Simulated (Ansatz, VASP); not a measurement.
HfO2: VASP beside Ansatz

```
Hf O
1.0
     5.11291    0.00000    0.00000
     0.00000    4.90260    0.00000
     0.00000    0.00000    4.92995
Hf O
4 8
Direct
  0.96699 0.73252 0.74144
  0.53301 0.73252 0.24144
  0.46699 0.26748 0.74144
  0.03301 0.26748 0.24144
  0.63213 0.92865 0.87927
  0.86787 0.92865 0.37927
  0.23395 0.53988 0.49229
  0.26605 0.53988 0.99229
  0.76605 0.46012 0.99229
  0.73395 0.46012 0.49229
  0.13213 0.07135 0.87927
  0.36787 0.07135 0.37927
```

Alike in both runs: task single point; functional SVWN5; k mesh 5 × 6 × 5; occupations fermi-dirac, width 0.05 eV; no spin polarisation.

|  | VASP | Ansatz |
| --- | --- | --- |
| version | VASP 6.6.1 | Ansatz 0.2.0 |
| potentials or method | VASP PAW PBE potentials, release 64 (Hf_pv, O) | Ansatz PAW |
| plane-wave cutoff (eV) | 520 | 420 |
| valence electrons in the cell | 88 | 152 |

Ansatz gave:

| Quantity | Value |
| --- | --- |
| gap on the k mesh at the Fermi level (eV) | 4.50 |
| least direct gap on the mesh (eV) | 4.70 |
| pressure (GPa) | 12.9 |
| traceless stress, the component that is largest in VASP (GPa) | 0.77 |
| rms of the force components (eV/Å) | 0.146 |

Question: Estimate VASP's values.

Answer: gap on the k mesh at the Fermi level (eV): 4.46; least direct gap on the mesh (eV): 4.68; pressure (GPa): 9.7; traceless stress, the component that is largest in VASP (GPa): 0.85; rms of the force components (eV/Å): 0.132.

VASP's potentials were made for PBE, not for SVWN5. Atom by atom the forces differ by 0.031 eV/Å (rms over components). VASP's potentials hold 88 valence electrons a cell and Ansatz's 152, so a difference there can come from the potentials and not from the codes.

Spin-orbit coupling is off throughout. Noted on Ansatz's run: Pulay correction over one GPa; odd divisions of the mesh miss points on the zone boundary, where band edges often lie, so the gap on the mesh can be too wide.
